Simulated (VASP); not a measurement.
Here is a VASP 6.6.1 calculation.

The input INCAR:

```
SYSTEM = WS2
PREC     = Accurate       ! precision mode
ENCUT    = 500            ! plane-wave cutoff, eV
EDIFF    = 1E-6           ! SCF threshold, eV
ISMEAR   = 0              ! smearing method
SIGMA    = 0.05           ! smearing width, eV
LREAL    = .FALSE.        ! projectors in reciprocal space
LASPH    = .TRUE.         ! aspherical terms in the spheres
NELM     = 120            ! most SCF steps
ALGO     = Normal         ! electronic algorithm
ISIF     = 2              ! what is computed and relaxed
LWAVE    = .FALSE.        ! write WAVECAR
LCHARG   = .FALSE.        ! write CHGCAR
GGA      = PS             ! functional
NBANDS   = 20             ! bands
GGA_COMPAT= .FALSE.
```

Contents of KPOINTS:

```
Automatic mesh
0
G
  12 12 2
  0 0 0
```

Contents of POSCAR:

```
WS2
1.0
    3.1457762098      0.0000000000      0.0000000000
   -1.5728881049      2.7243221123      0.0000000000
    0.0000000000      0.0000000000     16.9534209708
W S
1 2
Direct
    0.3457547079      0.6350309672      0.0049982637
    0.6790880412      0.3016976339      0.9125744117
    0.6418239175      0.3966047322      0.0824273246
```

Potentials or basis: VASP PAW PBE potentials, release 64 (W_sv, S).

Launch:

```console
$ cat potpaw_PBE.64/W_sv/POTCAR potpaw_PBE.64/S/POTCAR > POTCAR
$ mpirun -np 1 vasp_std > vasp.out
```

Task: Estimate the largest force.

Result: 13.336 eV/Å.

Task: What does it give for the band gap on the k mesh?

Result: 0.63 eV (least direct gap 0.95 eV).

Forces in eV/Å, atoms in the order of the input:
```
W   -7.263  5.004 -9.090
S   -0.241 -0.043 -0.755
S    7.504 -4.960  9.845
```

Caveat: the cell differs from its parent crystal (atom 3 moved 0.45 Å); there is no dipole correction, which matters where the two faces differ; the PAW data sets were made with another functional, which shifts forces and pressure a little; spin-orbit coupling is left out, which moves the levels of the heavy elements.
